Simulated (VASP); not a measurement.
# Cu (Fm-3m) in VASP: further runs

Runs on Cu. Level: BLYP+D3(BJ). Tasks: single point.

Everything below comes from runs of VASP 6.6.1. Logs are shortened: lines on timing, memory, paths and dates and some standing lists are left out, and cuts for length are marked.

### 1 The cell of the first run

The structure is cubic, space group Fm-3m (No. 225). Conventional cell: a = 3.591 Å, b = 3.591 Å, c = 3.591 Å, α = 90.00°, β = 90.00°, γ = 90.00°. Within 3.4 Å of Cu (site symmetry m-3m) lie 12 Cu at 2.54 Å.

### 2 Single point, BLYP+D3(BJ)

Input file INCAR:

```
PREC     = Accurate       # precision mode
ENCUT    = 600            # plane-wave cutoff, eV
EDIFF    = 1E-6           # SCF threshold, eV
ISMEAR   = -1             # smearing method
SIGMA    = 0.05           # smearing width, eV
LREAL    = F              # projectors in reciprocal space
LASPH    = T              # aspherical terms in the spheres
NELM     = 120            # most SCF steps
ALGO     = Normal         # electronic algorithm
ISIF     = 2              # what is computed and relaxed
LWAVE    = F              # write WAVECAR
LCHARG   = T              # write CHGCAR
GGA      = B5             # functional
ALDAX    = 1.0          
AGGAX    = 1.0          
AGGAC    = 1.0          
ALDAC    = 0.0          
IVDW     = 12             # dispersion correction
VDW_S6   = 1.0          
VDW_S8   = 2.6996       
VDW_A1   = 0.4298       
VDW_A2   = 4.2359       
LELF     = T              # ELF
LVHAR    = T            
NBANDS   = 12             # bands
GGA_COMPAT= F
```

Input file KPOINTS:

```
regular mesh
0
Gamma
  13 13 13
```

Input file POSCAR:

```
Cu
1.0
    0.0000000000      1.7953687620      1.7953687620
    1.7953687620      0.0000000000      1.7953687620
    1.7953687620      1.7953687620      0.0000000000
Cu
1
Direct
    0.0000000000      0.0000000000      0.0000000000
```

Potentials or basis: VASP PAW PBE potentials, release 64 (Cu).

Command:

```console
$ cat potpaw_PBE.64/Cu/POTCAR > POTCAR
$ mpirun -np 1 vasp_std > vasp.out
```

OUTCAR:

```text
PREC = Accurate
   ENCUT = 600
   EDIFF = 1E-6
   ISMEAR = -1
   LREAL = F
   LASPH = T
   NELM = 120
   ISIF = 2
   GGA = B5
   IVDW = 12
 IVDW          = 12

 ion  position               nearest neighbor table
   1  0.000  0.000  0.000-

  LATTYP: Found a face centered cubic cell.
 ALAT       =     3.5907375240

  Lattice vectors:

 A1 = (   0.0000000000,   1.7953687620,   1.7953687620)
 A2 = (   1.7953687620,   0.0000000000,   1.7953687620)
 A3 = (   1.7953687620,   1.7953687620,   0.0000000000)

Analysis of symmetry for initial positions (statically):
=====================================================================
 Subroutine PRICEL returns:
 Original cell was already a primitive cell.

 Routine SETGRP: Setting up the symmetry group for a
 face centered cubic supercell.

 Subroutine GETGRP returns: Found 48 space group operations
 (whereof 48 operations were pure point group operations)
 out of a pool of 48 trial point group operations.

The static configuration has the point symmetry O_h .

Analysis of symmetry for dynamics (positions and initial velocities):
=====================================================================
 Subroutine PRICEL returns:
 Original cell was already a primitive cell.

 Routine SETGRP: Setting up the symmetry group for a
 face centered cubic supercell.

 Subroutine GETGRP returns: Found 48 space group operations
 (whereof 48 operations were pure point group operations)
 out of a pool of 48 trial point group operations.

The dynamic configuration has the point symmetry O_h .

 Subroutine INISYM returns: Found 48 space group operations
 (whereof 48 operations are pure point group operations),
 and found     1 'primitive' translations

----------------------------------------------------------------------------------------

                                     Primitive cell

  volume of cell :      11.5742

  direct lattice vectors                    reciprocal lattice vectors
     0.000000000  1.795368762  1.795368762    -0.278494319  0.278494319  0.278494319
     1.795368762  0.000000000  1.795368762     0.278494319 -0.278494319  0.278494319
     1.795368762  1.795368762  0.000000000     0.278494319  0.278494319 -0.278494319

  length of vectors
     2.539034853  2.539034853  2.539034853     0.482366309  0.482366309  0.482366309

  position of ions in fractional coordinates (direct lattice)
     0.000000000  0.000000000  0.000000000

  ion indices of the primitive-cell ions
   primitive index   ion index
                 1           1

----------------------------------------------------------------------------------------

 KPOINTS: regular mesh

Automatic generation of k-mesh.
 Grid dimensions read from file:
 generate k-points for:   13   13   13

 Generating k-lattice:

  Cartesian coordinates                     Fractional coordinates (reciprocal lattice)
    -0.021422640  0.021422640  0.021422640     0.076923077  0.000000000  0.000000000
     0.021422640 -0.021422640  0.021422640     0.000000000  0.076923077  0.000000000
     0.021422640  0.021422640 -0.021422640     0.000000000  0.000000000  0.076923077

  Length of vectors
     0.037105101  0.037105101  0.037105101

  Shift w.r.t. Gamma in fractional coordinates (k-lattice)
     0.000000000  0.000000000  0.000000000

 Subroutine IBZKPT returns following result:
 ===========================================

 Found     84 irreducible k-points:

 Following reciprocal coordinates:
            Coordinates               Weight
  0.000000  0.000000  0.000000      1.000000
  0.076923  0.000000  0.000000      8.000000
  0.153846  0.000000  0.000000      8.000000
  0.230769  0.000000  0.000000      8.000000
  0.307692  0.000000  0.000000      8.000000
  0.384615  0.000000  0.000000      8.000000
[... 16 lines left out ...]
  0.384615  0.153846  0.000000     24.000000
  0.461538  0.153846  0.000000     24.000000
 [... further k-points ...]
   k-points           NKPTS =     84   k-points in BZ     NKDIM =     84   number of bands    NBANDS=     12
   number of dos      NEDOS =    301   number of ions     NIONS =      1
   total plane-waves  NPLWV =   8000
   dimension x,y,z NGX =    20 NGY =   20 NGZ =   20
   dimension x,y,z NGXF=    40 NGYF=   40 NGZF=   40
   ions per type =               1
   NGX,Y,Z   is equivalent  to a cutoff of  13.10, 13.10, 13.10 a.u.
   NGXF,Y,Z  is equivalent  to a cutoff of  26.19, 26.19, 26.19 a.u.
 SYSTEM =  unknown system
   PREC   = accura    normal or accurate (medium, high low for compatibility)
   ISTART =      0    job   : 0-new  1-cont  2-samecut
   ICHARG =      2    charge: 1-file 2-atom 10-const
   ISPIN  =      1    spin polarized calculation?
   LNONCOLLINEAR =      F non collinear calculations
   LSORBIT =      F    spin-orbit coupling
   LASPH  =      T    aspherical Exc in radial PAW
   ENCUT  =  600.0 eV  44.10 Ry    6.64 a.u.   5.07  5.07  5.07*2*pi/ulx,y,z
   NELM   =    120;   NELMIN=  2; NELMDL= -5     # of ELM steps
   EDIFF  = 0.1E-05   stopping-criterion for ELM
   LREAL  =      F    real-space projection
   EDIFFG = 0.1E-04   stopping-criterion for IOM
   NSW    =      0    number of steps for IOM
   IBRION =     -1    ionic relax: 0-MD 1-quasi-New 2-CG
   NFREE  =      0    steps in history (QN), initial steepest desc. (CG)
   ISIF   =      2    stress and relaxation
   ISYM   =      2    0-nonsym 1-usesym 2-fastsym
   POTIM  = 0.5000    time-step for ionic-motion
   TEBEG  =    0.0;   TEEND  =   0.0 temperature during run
   PSTRESS=    0.0 pullay stress
   NELECT =      11.0000    total number of electrons
   NUPDOWN=      -1.0000    fix difference up-down
   EMIN   =  10.00;   EMAX   =-10.00  energy-range for DOS
   EFERMI =   0.00;   METHOD = LEGACY
   ISMEAR =    -1;   SIGMA  =   0.05  broadening in eV -4-tet -1-fermi 0-gaus
   EFERMI_NEDOS =   21; number of points for ismear=-14 and -15
   IALGO  =     38    algorithm
   IMIX   =      4    mixing-type and parameters
     AMIX     =   0.40;   BMIX     =  1.00
     AMIX_MAG =   1.60;   BMIX_MAG =  1.00
  volume/ion in A,a.u.               =      11.57        78.11
  Fermi-wavevector in a.u.,A,eV,Ry     =   1.609566  3.041638 35.248641  2.590702
  Thomas-Fermi vector in A             =   2.705255
   LORBIT       =      0    0 simple, 1 ext, 2 COOP (PROOUT), +10 PAW based schemes
   GGA     = B5    functional components
   LHFCALC =     F    Hartree Fock is set to
   AEXX    =    0.0000 exact exchange contribution
   IVDW    =    12    specifies the selected vdW correction
   LEPSILON=     F    determine dielectric tensor
   LRPA    =     F    only Hartree local field effects (RPA)
 non-spin polarized calculation
  energy-cutoff  :      600.00
  volume of cell :       11.57
 maximum number of plane-waves:       393
   NGX = 11   NGY = 11   NGZ = 11

 number of electron      11.0000008 magnetization

 Free energy of the ion-electron system (eV)
  ---------------------------------------------------
  ext. energy  EPLUGINS =         0.00000000
  ---------------------------------------------------
  free energy    TOTEN  =        -2.93558154 eV

  energy without entropy =       -2.93300464  energy(sigma->0) =       -2.93429309

 E-fermi :   8.5346     XC(G=0): -12.2730

 val. band max:        8.3235397616   @ k =   0.4615   0.2308   0.0000
 cond. band min:       8.5404344123   @ k =   0.4615   0.3077   0.0000
 fundamental gap:      0.2168946507
 Fermi energy:         8.5345685306

 k-point     1 :       0.0000    0.0000    0.0000
  band No.  band energies     occupation
      1      -1.0856      2.00000
      2       5.1363      2.00000
      3       5.1363      2.00000
      4       5.1363      2.00000
      5       5.9778      2.00000
      6       5.9778      2.00000
      7      31.4272      0.00000
      8      33.8474      0.00000
      9      33.8474      0.00000
     10      33.8474      0.00000
     11      36.4966      0.00000
     12      36.4966      0.00000

 k-point     2 :       0.0769    0.0000    0.0000
  band No.  band energies     occupation
      1      -0.8670      2.00000
      2       5.0913      2.00000
      3       5.1775      2.00000
      4       5.1775      2.00000
      5       5.9624      2.00000
      6       5.9624      2.00000
      7      29.8890      0.00000
      8      32.2656      0.00000
      9      33.2450      0.00000
     10      33.2450      0.00000
     11      37.4052      0.00000
     12      37.4052      0.00000

 k-point     3 :       0.1538    0.0000    0.0000
  band No.  band energies     occupation
      1      -0.2272      2.00000
      2       4.9831      2.00000
      3       5.2663      2.00000
      4       5.2663      2.00000
      5       5.9488      2.00000
      6       5.9488      2.00000
      7      25.9500      0.00000
      8      31.9176      0.00000
      9      32.3218      0.00000
     10      32.3218      0.00000
     11      38.5049      0.00000
     12      38.8719      0.00000
[... 286 lines left out ...]
 k-point    23 :       0.3846    0.1538    0.0000
  band No.  band energies     occupation
      1       2.8226      2.00000
      2       4.6425      2.00000
      3       5.0891      2.00000
      4       5.4976      2.00000
      5       6.4940      2.00000
      6       6.8297      2.00000
      7      17.6862      0.00000
      8      26.5456      0.00000
      9      26.9802      0.00000
     10      29.2322      0.00000
     11      38.1647      0.00000
     12      39.7720      0.00000

 k-point    24 :       0.4615    0.1538    0.0000
  band No.  band energies     occupation
      1       3.3708      2.00000
      2       4.8094      2.00000
      3       5.1874      2.00000
      4       5.4197      2.00000
      5       6.5909      2.00000
      6       8.0008      1.99995
      7      14.5279      0.00000
      8      25.5151      0.00000
      9      26.7240      0.00000
     10      29.1151      0.00000
     11      38.8846      0.00000
     12      39.1119      0.00000

 [... further k-points ...]

------------------------ aborting loop because EDIFF is reached ----------------------------------------

 Edisp (eV)   -1.34684

 E8    (eV) :    -0.9822

  FORCE on cell =-STRESS in cart. coord.  units (eV):
  Direction    XX          YY          ZZ          XY          YZ          ZX
  --------------------------------------------------------------------------------------
  -------------------------------------------------------------------------------------
  Total      -0.40907    -0.40907    -0.40907    -0.00000     0.00000     0.00000
  in kB     -56.62551   -56.62551   -56.62551    -0.00000     0.00000     0.00000
  external pressure =      -56.63 kB  Pullay stress =        0.00 kB

 VOLUME and BASIS-vectors are now :
 -----------------------------------------------------------------------------
  energy-cutoff  :      600.00
  volume of cell :       11.57
      direct lattice vectors                 reciprocal lattice vectors
     0.000000000  1.795368762  1.795368762    -0.278494319  0.278494319  0.278494319
     1.795368762  0.000000000  1.795368762     0.278494319 -0.278494319  0.278494319
     1.795368762  1.795368762  0.000000000     0.278494319  0.278494319 -0.278494319

 POSITION                                       TOTAL-FORCE (eV/Angst)
 -----------------------------------------------------------------------------------
      0.00000      0.00000      0.00000        -0.000000      0.000000      0.000000
 -----------------------------------------------------------------------------------
    total drift:                               -0.000000     -0.000000     -0.000000

  FREE ENERGIE OF THE ION-ELECTRON SYSTEM (eV)
  ---------------------------------------------------
  free  energy   TOTEN  =        -4.2824241457 eV

  energy  without entropy=       -4.2798472462  energy(sigma->0) =       -4.28113570
```

It took 9.8 s on 1 thread of AMD EPYC 9R45 (Zen 5), shared host; peak memory 0.11 GiB.

Results:

```yaml
Free_energy: -4.2824 eV
Pressure: -5.7 GPa
Band_gap_on_the_k_mesh: zero (an odd number of electrons rules out a gap without spin polarisation)
Dispersion_energy_per_atom: -1.347 eV
```

Levels at points of the mesh, in eV from the Fermi level:
```tsv
k point	band 2	band 3	band 4	band 5	band 6	band 7	band 8	band 9	band 10	band 11
(0.00, 0.00, 0.00)	-3.40	-3.40	-3.40	-2.56	-2.56	22.89	25.31	25.31	25.31	27.96
```

Caveat: the cell stands under tension; the PAW data sets were made with another functional, which shifts forces and pressure a little.

[end of part 1 of 2]
